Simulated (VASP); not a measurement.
# Ti (I4/mmm) in VASP: a series of runs

The runs below take Ti through single point, with PBEsol.

Program: VASP 6.6.1. These are calculated values, not measurements. Logs are shortened: lines on timing, memory, paths and dates and some standing lists are left out, and cuts for length are marked.

## (1) The cell of the first run

The structure is tetragonal, space group I4/mmm (No. 139). Conventional cell: a = 2.943 Å, b = 2.943 Å, c = 3.857 Å, α = 90.00°, β = 90.00°, γ = 90.00°. Within 3.7 Å of Ti (site symmetry 4/mmm) lie 12 Ti at 2.84 to 2.94 Å.

## (2) Single point, PBEsol (strain +0.025 along x and y, -0.050 along z)

INCAR

```
PREC     = Accurate       # precision mode
ENCUT    = 520            # plane-wave cutoff, eV
EDIFF    = 1E-6           # SCF threshold, eV
ISMEAR   = 0              # smearing method
SIGMA    = 0.15           # smearing width, eV
LREAL    = F              # projectors in reciprocal space
LASPH    = T              # aspherical terms in the spheres
NELM     = 80             # most SCF steps
ALGO     = Normal         # electronic algorithm
ISIF     = 2              # what is computed and relaxed
LWAVE    = F              # write WAVECAR
LCHARG   = F              # write CHGCAR
GGA      = PS             # functional
NBANDS   = 12             # bands
```

KPOINTS

```
Automatic mesh
0
Gamma
  20 20 20
```

POSCAR

```
Ti
1.0
    0.0000000000      2.0807500000      1.9285000000
    2.0807500000      0.0000000000      1.9285000000
    2.0807500000      2.0807500000      0.0000000000
Ti
1
Direct
    0.0000000000      0.0000000000      0.0000000000
```

Potentials or basis: VASP PAW PBE potentials, release 64 (Ti_sv).

On the command line:

```bash
cat potpaw_PBE.64/Ti_sv/POTCAR > POTCAR
mpirun -np 1 vasp_std > vasp.out
```

OUTCAR:

```text
PREC = Accurate
   ENCUT = 520
   EDIFF = 1E-6
   ISMEAR = 0
   LREAL = F
   LASPH = T
   NELM = 80
   ISIF = 2
   GGA = PS

 ion  position               nearest neighbor table
   1  0.000  0.000  0.000-

  LATTYP: Found a body centered tetragonal cell.
 ALAT       =     2.9426248699
 C/A-ratio  =     1.3107345212

  Lattice vectors:

 A1 = (   0.0000000000,  -2.0807500000,  -1.9285000000)
 A2 = (   0.0000000000,   2.0807500000,  -1.9285000000)
 A3 = (   2.0807500000,   0.0000000000,   1.9285000000)

Analysis of symmetry for initial positions (statically):
=====================================================================
 Subroutine PRICEL returns:
 Original cell was already a primitive cell.

 Routine SETGRP: Setting up the symmetry group for a
 body centered tetragonal supercell.

 Subroutine GETGRP returns: Found 16 space group operations
 (whereof 16 operations were pure point group operations)
 out of a pool of 16 trial point group operations.

The static configuration has the point symmetry D_4h.

Analysis of symmetry for dynamics (positions and initial velocities):
=====================================================================
 Subroutine PRICEL returns:
 Original cell was already a primitive cell.

 Routine SETGRP: Setting up the symmetry group for a
 body centered tetragonal supercell.

 Subroutine GETGRP returns: Found 16 space group operations
 (whereof 16 operations were pure point group operations)
 out of a pool of 16 trial point group operations.

The dynamic configuration has the point symmetry D_4h.

 Subroutine INISYM returns: Found 16 space group operations
 (whereof 16 operations are pure point group operations),
 and found     1 'primitive' translations

----------------------------------------------------------------------------------------

                                     Primitive cell

  volume of cell :      16.6990

  direct lattice vectors                    reciprocal lattice vectors
     0.000000000  2.080750000  1.928500000    -0.240297969  0.240297969  0.259268862
     2.080750000  0.000000000  1.928500000     0.240297969 -0.240297969  0.259268862
     2.080750000  2.080750000  0.000000000     0.240297969  0.240297969 -0.259268862

  length of vectors
     2.837011246  2.837011246  2.942624870     0.427441892  0.427441892  0.427441892

  position of ions in fractional coordinates (direct lattice)
     0.000000000  0.000000000  0.000000000

  ion indices of the primitive-cell ions
   primitive index   ion index
                 1           1

----------------------------------------------------------------------------------------

 KPOINTS: Automatic mesh

Automatic generation of k-mesh.
 Grid dimensions read from file:
 generate k-points for:   20   20   20

 Generating k-lattice:

  Cartesian coordinates                     Fractional coordinates (reciprocal lattice)
    -0.012014898  0.012014898  0.012963443     0.050000000  0.000000000  0.000000000
     0.012014898 -0.012014898  0.012963443     0.000000000  0.050000000  0.000000000
     0.012014898  0.012014898 -0.012963443     0.000000000  0.000000000  0.050000000

  Length of vectors
     0.021372095  0.021372095  0.021372095

  Shift w.r.t. Gamma in fractional coordinates (k-lattice)
     0.000000000  0.000000000  0.000000000

 Subroutine IBZKPT returns following result:
 ===========================================

 Found    641 irreducible k-points:

 Following reciprocal coordinates:
            Coordinates               Weight
  0.000000  0.000000  0.000000      1.000000
  0.050000 -0.000000  0.000000      8.000000
  0.100000 -0.000000  0.000000      8.000000
  0.150000  0.000000  0.000000      8.000000
  0.200000 -0.000000  0.000000      8.000000
  0.250000  0.000000  0.000000      8.000000
[... 16 lines left out ...]
 -0.400000  0.050000  0.000000      8.000000
 -0.350000  0.050000  0.000000      8.000000
 [... further k-points ...]
   k-points           NKPTS =    641   k-points in BZ     NKDIM =    641   number of bands    NBANDS=     12
   number of dos      NEDOS =    301   number of ions     NIONS =      1
   total plane-waves  NPLWV =  13824
   dimension x,y,z NGX =    24 NGY =   24 NGZ =   24
   dimension x,y,z NGXF=    48 NGYF=   48 NGZF=   48
   ions per type =               1
   NGX,Y,Z   is equivalent  to a cutoff of  14.06, 14.06, 13.56 a.u.
   NGXF,Y,Z  is equivalent  to a cutoff of  28.13, 28.13, 27.12 a.u.
 SYSTEM =  unknown system
   PREC   = accura    normal or accurate (medium, high low for compatibility)
   ISTART =      0    job   : 0-new  1-cont  2-samecut
   ICHARG =      2    charge: 1-file 2-atom 10-const
   ISPIN  =      1    spin polarized calculation?
   LNONCOLLINEAR =      F non collinear calculations
   LSORBIT =      F    spin-orbit coupling
   LASPH  =      T    aspherical Exc in radial PAW
   ENCUT  =  520.0 eV  38.22 Ry    6.18 a.u.   5.27  5.27  5.47*2*pi/ulx,y,z
   NELM   =     80;   NELMIN=  2; NELMDL= -5     # of ELM steps
   EDIFF  = 0.1E-05   stopping-criterion for ELM
   LREAL  =      F    real-space projection
[... 7 lines left out ...]
   TEBEG  =    0.0;   TEEND  =   0.0 temperature during run
   PSTRESS=    0.0 pullay stress
   NELECT =      12.0000    total number of electrons
   NUPDOWN=      -1.0000    fix difference up-down
   EMIN   =  10.00;   EMAX   =-10.00  energy-range for DOS
   EFERMI =   0.00;   METHOD = LEGACY
   ISMEAR =     0;   SIGMA  =   0.15  broadening in eV -4-tet -1-fermi 0-gaus
   EFERMI_NEDOS =   21; number of points for ismear=-14 and -15
   IALGO  =     38    algorithm
   IMIX   =      4    mixing-type and parameters
     AMIX     =   0.40;   BMIX     =  1.00
     AMIX_MAG =   1.60;   BMIX_MAG =  1.00
  volume/ion in A,a.u.               =      16.70       112.69
  Fermi-wavevector in a.u.,A,eV,Ry     =   1.466354  2.771007 29.255158  2.150193
  Thomas-Fermi vector in A             =   2.582101
   LORBIT       =      0    0 simple, 1 ext, 2 COOP (PROOUT), +10 PAW based schemes
   GGA     = PS    functional components
   LHFCALC =     F    Hartree Fock is set to
   AEXX    =    0.0000 exact exchange contribution
   IVDW    =     0    specifies the selected vdW correction
   LEPSILON=     F    determine dielectric tensor
   LRPA    =     F    only Hartree local field effects (RPA)
 non-spin polarized calculation
 Gauss-broadening in eV      SIGMA  =   0.15
  energy-cutoff  :      520.00
  volume of cell :       16.70
 maximum number of plane-waves:       467
 NGX is ok and might be reduce to    24
   NGX = 11   NGY = 11   NGZ = 11

 number of electron      12.0000003 magnetization

 Free energy of the ion-electron system (eV)
  ---------------------------------------------------
  ext. energy  EPLUGINS =         0.00000000
  ---------------------------------------------------
  free energy    TOTEN  =        -8.28609779 eV

  energy without entropy =       -8.26591936  energy(sigma->0) =       -8.27600858

 E-fermi :   8.5009     XC(G=0): -11.8249

 val. band max:        8.4991962126   @ k =  -0.4000   0.1000   0.3000
 cond. band min:       8.5039439138   @ k =  -0.3500  -0.0000   0.1000
 fundamental gap:      0.0047477012
 Fermi energy:         8.5009033416

 k-point     1 :       0.0000    0.0000    0.0000
  band No.  band energies     occupation
      1     -47.8974      2.00000
      2     -23.8045      2.00000
      3     -23.8045      2.00000
      4     -23.7937      2.00000
      5       2.3276      2.00000
      6       9.2463      0.00000
      7       9.2463      0.00000
      8       9.8335      0.00000
      9      10.7530      0.00000
     10      11.4288      0.00000
     11      24.0974      0.00000
     12      28.0019      0.00000

 k-point     2 :       0.0500   -0.0000    0.0000
  band No.  band energies     occupation
      1     -47.8938      2.00000
      2     -23.8213      2.00000
      3     -23.8079      2.00000
      4     -23.7981      2.00000
      5       2.4123      2.00000
      6       9.2271      0.00000
      7       9.2765      0.00000
      8       9.8294      0.00000
      9      10.7396      0.00000
     10      11.4023      0.00000
     11      24.1719      0.00000
     12      27.5991      0.00000

 k-point     3 :       0.1000   -0.0000    0.0000
  band No.  band energies     occupation
      1     -47.8835      2.00000
      2     -23.8774      2.00000
      3     -23.8177      2.00000
      4     -23.8033      2.00000
      5       2.6613      2.00000
      6       9.1460      0.00000
      7       9.3531      0.00000
      8       9.8451      0.00000
      9      10.7159      0.00000
     10      11.3337      0.00000
     11      24.3317      0.00000
     12      26.5253      0.00000

 k-point     4 :       0.1500    0.0000    0.0000
  band No.  band energies     occupation
      1     -47.8674      2.00000
      2     -23.9652      2.00000
      3     -23.8330      2.00000
      4     -23.8101      2.00000
      5       3.0593      2.00000
      6       8.9844      0.00001
      7       9.4312      0.00000
      8       9.9069      0.00000
      9      10.7324      0.00000
     10      11.2563      0.00000
     11      24.2477      0.00000
     12      25.4355      0.00000

 k-point     5 :       0.2000   -0.0000    0.0000
  band No.  band energies     occupation
      1     -47.8470      2.00000
      2     -24.0749      2.00000
      3     -23.8521      2.00000
      4     -23.8184      2.00000
      5       3.5784      2.00000
      6       8.7803      0.00843
      7       9.4484      0.00000
      8       9.9761      0.00000
      9      10.8561      0.00000
     10      11.2253      0.00000
     11      23.2572      0.00000
     12      25.0535      0.00000
[... 228 lines left out ...]
      1     -47.7483      2.00000
      2     -24.5671      2.00000
      3     -23.9459      2.00000
      4     -23.8699      2.00000
      5       5.8927      2.00000
      6       8.9964      0.00000
      7       9.0542      0.00000
      8       9.6877      0.00000
      9      12.2554      0.00000
     10      12.4312      0.00000
     11      17.1414      0.00000
     12      23.2266      0.00000

 k-point    22 :      -0.4500    0.0500    0.0000
  band No.  band energies     occupation
      1     -47.7502      2.00000
      2     -24.5574      2.00000
      3     -23.9412      2.00000
      4     -23.8732      2.00000
      5       5.8714      2.00000
      6       8.9983      0.00000
      7       9.0029      0.00000
      8       9.7045      0.00000
      9      12.2764      0.00000
     10      12.3295      0.00000
     11      17.2814      0.00000
     12      23.2761      0.00000

 k-point    23 :      -0.4000    0.0500    0.0000
  band No.  band energies     occupation
      1     -47.7591      2.00000
      2     -24.5129      2.00000
      3     -23.9302      2.00000
      4     -23.8733      2.00000
      5       5.7413      2.00000
      6       8.8031      0.00438
      7       9.0576      0.00000
      8       9.6979      0.00000
      9      12.0855      0.00000
     10      12.1791      0.00000
     11      17.9576      0.00000
     12      23.4944      0.00000

 k-point    24 :      -0.3500    0.0500    0.0000
  band No.  band energies     occupation
      1     -47.7741      2.00000
      2     -24.4373      2.00000
      3     -23.9141      2.00000
      4     -23.8702      2.00000
      5       5.4515      2.00000
      6       8.5872      0.41567
      7       9.1553      0.00000
      8       9.7314      0.00000
      9      11.7420      0.00000
     10      12.0039      0.00000
     11      18.9996      0.00000
     12      23.8587      0.00000

 [... further k-points ...]

------------------------ aborting loop because EDIFF is reached ----------------------------------------

  FORCE on cell =-STRESS in cart. coord.  units (eV):
  Direction    XX          YY          ZZ          XY          YZ          ZX
  --------------------------------------------------------------------------------------
  -------------------------------------------------------------------------------------
  Total       -0.1230807     -0.1230807      0.1268173      0.0000000      0.0000000     -0.0000000
  in kB      -11.8089442    -11.8089442     12.1674492      0.0000000      0.0000000     -0.0000000
  external PRESSURE =      -3.8168131 kB  Pullay stress =       0.0000000 kB

 VOLUME and BASIS-vectors are now :
 -----------------------------------------------------------------------------
  energy-cutoff  :      520.00
  volume of cell :       16.70
      direct lattice vectors                 reciprocal lattice vectors
     0.000000000  2.080750000  1.928500000    -0.240297969  0.240297969  0.259268862
     2.080750000  0.000000000  1.928500000     0.240297969 -0.240297969  0.259268862
     2.080750000  2.080750000  0.000000000     0.240297969  0.240297969 -0.259268862

 POSITION                                       TOTAL-FORCE (eV/Angst)
 -----------------------------------------------------------------------------------
      0.00000      0.00000      0.00000         0.000000     -0.000000      0.000000
 -----------------------------------------------------------------------------------
    total drift:                                0.000000      0.000000     -0.000000

  FREE ENERGIE OF THE ION-ELECTRON SYSTEM (eV)
  ---------------------------------------------------
  free  energy   TOTEN  =        -8.2860977903 eV

  energy  without entropy=       -8.2659193648  energy(sigma->0) =       -8.27600858
```

Run time: 38 s. Hardware: 1 thread of Intel Xeon 6975P-C (Granite Rapids), shared host; peak memory 0.24 GiB.

Results:

```yaml
Free_energy: -8.2861 eV
Pressure: -0.4 GPa
Band_gap_on_the_k_mesh: zero (bands 6 and 7 overlap by 1.42 eV)
```

Caveat: the cell differs from its parent crystal (strain +0.025 along x and y, -0.050 along z); the PAW data sets were made with another functional, which shifts forces and pressure a little.

## (3) Single point, PBEsol (strain +0.025 along x and y, -0.025 along z)

INCAR

```
  ALGO = Normal
  EDIFF = 1E-7
  ENCUT = 520
  GGA = PS
  ISIF = 2
  ISMEAR = 0
  LASPH = True
  LCHARG = True
  LELF = True
  LREAL = False
  LVHAR = True
  LWAVE = False
  NBANDS = 12
  NELM = 100
  PREC = Accurate
  SIGMA = 0.15
```

KPOINTS

```
k-points
0
Gamma
  20 20 20
```

POSCAR

```
Ti
1.0
    0.0000000000      2.0807500000      1.9792500000
    2.0807500000      0.0000000000      1.9792500000
    2.0807500000      2.0807500000      0.0000000000
Ti
1
Direct
    0.0000000000      0.0000000000      0.0000000000
```

Potentials or basis: VASP PAW PBE potentials, release 64 (Ti_sv).

On the command line:

```bash
cat potpaw_PBE.64/Ti_sv/POTCAR > POTCAR
mpirun -np 1 vasp_std > vasp.out
```

Wall time 41 s (1 thread of Intel Xeon 6975P-C (Granite Rapids), shared host); peak memory 0.24 GiB.

Results (log left out):

| Property | Result |
| --- | --- |
| Free energy | -8.2850 eV |
| Pressure | -3.2 GPa |
| Band gap on the k mesh | zero (bands 6 and 7 overlap by 1.29 eV) |

Stress tensor (GPa, compression positive):
```
-3.72  0.00  0.00
 0.00 -3.72  0.00
 0.00  0.00 -2.07
```

Levels at points of the mesh, in eV from the Fermi level:
| k point | band 4 | band 5 | band 6 | band 7 | band 8 | band 9 |
| --- | --- | --- | --- | --- | --- | --- |
| (0.00, 0.00, 0.00) | -32.38 | -6.12 | 0.77 | 0.77 | 1.16 | 2.31 |
| (0.50, 0.00, 0.00) | -32.45 | -2.62 | 0.54 | 0.69 | 1.00 | 3.55 |
| (0.50, 0.50, 0.00) | -32.68 | -2.60 | -1.82 | 3.55 | 3.62 | 3.95 |
| (0.50, 0.00, 0.50) | -32.59 | -2.63 | -1.69 | 2.60 | 3.62 | 3.79 |

Caveat: the cell differs from its parent crystal (strain +0.025 along x and y, -0.025 along z); the cell stands under tension; the PAW data sets were made with another functional, which shifts forces and pressure a little.

## (4) Single point, PBEsol (strain +0.050 along x and y, -0.050 along z)

INCAR

```
SYSTEM = Ti
ALGO = Normal
EDIFF = 1E-6
ENCUT = 520
GGA = PS
ISIF = 2
ISMEAR = 0
LASPH = .TRUE.
LCHARG = .FALSE.
LREAL = .FALSE.
LWAVE = .FALSE.
NBANDS = 12
NELM = 80
PREC = Accurate
SIGMA = 0.15
```

KPOINTS

```
k-points
0
G
  20 20 20
  0 0 0
```

POSCAR

```
Ti
1.0
    0.0000000000      2.1315000000      1.9285000000
    2.1315000000      0.0000000000      1.9285000000
    2.1315000000      2.1315000000      0.0000000000
Ti
1
Direct
    0.0000000000      0.0000000000      0.0000000000
```

On the command line:

```bash
cat potpaw_PBE.64/Ti_sv/POTCAR > POTCAR
mpirun -np 1 vasp_std > vasp.out
```

It took 42 s on 1 thread of Intel Xeon 6975P-C (Granite Rapids), shared host; peak memory 0.24 GiB.

Results (log left out):

| Item | Value |
| --- | --- |
| Free energy | -8.2666 eV |
| Pressure | -5.4 GPa |
| Band gap on the k mesh | zero (bands 6 and 7 overlap by 1.38 eV) |

Stress tensor (GPa, compression positive):
```
-6.34  0.00  0.00
 0.00 -6.34  0.00
 0.00  0.00 -3.52
```

Levels at points of the mesh, in eV from the Fermi level:
```csv
k point,band 4,band 5,band 6,band 7,band 8,band 9
"(0.00, 0.00, 0.00)",-32.42,-6.05,0.70,0.70,1.41,2.03
"(0.50, 0.00, 0.00)",-32.47,-2.55,0.35,0.68,1.25,3.36
"(0.50, 0.50, 0.00)",-32.74,-2.47,-1.82,3.55,3.86,3.86
"(0.50, 0.00, 0.50)",-32.58,-2.55,-1.52,2.24,3.48,3.56
```

Caveat: the cell differs from its parent crystal (strain +0.050 along x and y, -0.050 along z); the cell stands under tension; the PAW data sets were made with another functional, which shifts forces and pressure a little.

## (5) Summary

| cell | gap on the mesh (eV) | pressure (GPa) |
| --- | --- | --- |
| a = 2.837, b = 2.837, c = 2.943 Å, angles 58.8, 58.8, 62.5°, 1 atom | none | -0.4 |
| a = 2.872, b = 2.872, c = 2.943 Å, angles 59.2, 59.2, 61.6°, 1 atom | none | -3.2 |
| a = 2.874, b = 2.874, c = 3.014 Å, angles 58.4, 58.4, 63.2°, 1 atom | none | -5.4 |

Alike in all rows: task single point; level PBEsol; potentials or basis VASP PAW PBE potentials, release 64 (Ti_sv); no spin polarisation; k mesh 20 × 20 × 20; cutoff (eV) 520; smearing gaussian 0.15 eV.

Caveats: the PAW data sets were made with another functional, which shifts forces and pressure a little; the cell stands under tension (at least some runs).

Absolute energies hang on the potentials; compare differences alone.
